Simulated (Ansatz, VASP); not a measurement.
**One calculation of TaN, two programs**

```
Ta N
1.0
     0.00000    2.18989    2.17900
     2.17900    0.00000    2.17900
     2.17900    2.18989    0.00000
Ta N
1 1
Cartesian
  2.1790 2.1899 2.1790
  0.0000 0.0000 0.0000
```

Change from the starting cell: strain +0.0050 x Voigt [0, 1, 0, 0, 0, 0], atoms carried along.

Alike in both runs: task single point; functional PBE; k mesh 18 × 18 × 18; occupations gaussian, width 0.15 eV; no spin polarisation.

|  | VASP | Ansatz |
| --- | --- | --- |
| version | VASP 6.6.1 | Ansatz 0.2.0 |
| potentials or method | VASP PAW PBE potentials, release 64 (Ta_pv, N), cutoff 520 eV | scalar-relativistic, plane waves, PAW |
| valence electrons in the cell | 16 | 18 |

```tsv
	VASP	Ansatz	Ansatz less VASP
gap on the k mesh at the Fermi level (eV)	none	none	-
pressure (GPa)	13.6	12.6	-0.94
traceless stress, the component that is largest in VASP (GPa)	-2.25	-2.23	+0.014
```

A gap of «none» marks a metal or a gap that the smearing closes. The functional is the same, so the differences come from potentials, cutoffs and numerics. VASP's potentials hold 16 valence electrons a cell and Ansatz's 18, so a difference there can come from the potentials and not from the codes.

Neither program's run includes spin-orbit coupling.
